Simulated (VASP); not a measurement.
SnTe, 2 atoms in the cell. It takes space group F-43m (No. 216, cubic). Conventional cell: a = 7.222 Å, b = 7.222 Å, c = 7.222 Å, α = 90.00°, β = 90.00°, γ = 90.00°. Te (site symmetry -43m) has 4 Sn at 3.13 Å within 4.1 Å. Within 4.1 Å of Sn (site symmetry -43m) lie 4 Te at 3.13 Å. 

```yaml
Program: VASP 6.6.1
Task: single point
Functional: HSE06
Potentials_or_basis: VASP PAW PBE potentials, release 64 (Te, Sn_d)
Cutoff: 520 eV
k_mesh: 3 × 3 × 3
Occupations: fermi-dirac, width 0.05 eV
Spin: non-collinear spin, zero start, spin-orbit coupling
Starting_moments: "[[0.0, 0.0, 0.0], [0.0, 0.0, 0.0]] μB"
Dipole_correction: no
Grid_for_exact_exchange_PRECFOCK: Normal
Further_INCAR_settings: ALGO = Normal; EDIFF = 1e-06; NBANDS = 32
Share_of_exact_exchange: 0.25
Screening_parameter: 0.2079 1/Å
```

Potentials or basis: VASP PAW PBE potentials, release 64 (Te, Sn_d).

The run is started by

```bash
$ cat potpaw_PBE.64/Te/POTCAR potpaw_PBE.64/Sn_d/POTCAR > POTCAR
$ cp INCAR.step1 INCAR
$ mpirun -np 1 vasp_ncl > vasp.out
$ cp INCAR.step2 INCAR
$ mpirun -np 1 vasp_ncl > vasp.out
```

Hardware: 1 thread of AMD EPYC 9R45 96-Core Processor (Zen 5), with other jobs on the host.

Task: How long does it take, and how much memory?

Result: Wall time 14 min on 1 thread of AMD EPYC 9R45 96-Core Processor (Zen 5) (shared host), peak memory 0.59 GiB. Counts: k points 5.
